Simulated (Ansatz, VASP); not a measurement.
InSe: VASP beside Ansatz

```
In Se
1.0
     2.02632    1.16990    8.42611
    -2.02632    1.16990    8.42611
     0.00000   -2.33979    8.42611
In Se
2 2
Direct
  0.00000 0.00000 0.00000
  0.11220 0.11220 0.11220
  0.61550 0.61550 0.61550
  0.83000 0.83000 0.83000
```

Change from the starting cell: volume scaled by 1.04.

Alike in both runs: task single point; functional PBE; k mesh 7 × 7 × 7; occupations fermi-dirac, width 0.01 eV; no spin polarisation.

|  | VASP | Ansatz |
| --- | --- | --- |
| version | VASP 6.6.1 | Ansatz 0.2.0 |
| potentials or method | VASP PAW PBE potentials, release 64 (In_d, Se), cutoff 520 eV | all-electron LAPW, scalar-relativistic |

Ansatz gave:

* gap on the k mesh at the Fermi level (eV): 0.66
* pressure (GPa): 0.8
* traceless stress, the component that is largest in VASP (GPa): -0.38
* rms of the force components (eV/Å): 0.054

Problem. What did VASP give for the same quantities?

Solution. gap on the k mesh at the Fermi level (eV): 0.64; pressure (GPa): 0.9; traceless stress, the component that is largest in VASP (GPa): -0.38; rms of the force components (eV/Å): 0.053.

Atom by atom the forces differ by 0.008 eV/Å (rms over components). Ansatz ran all-electron here, and VASP with PAW potentials.
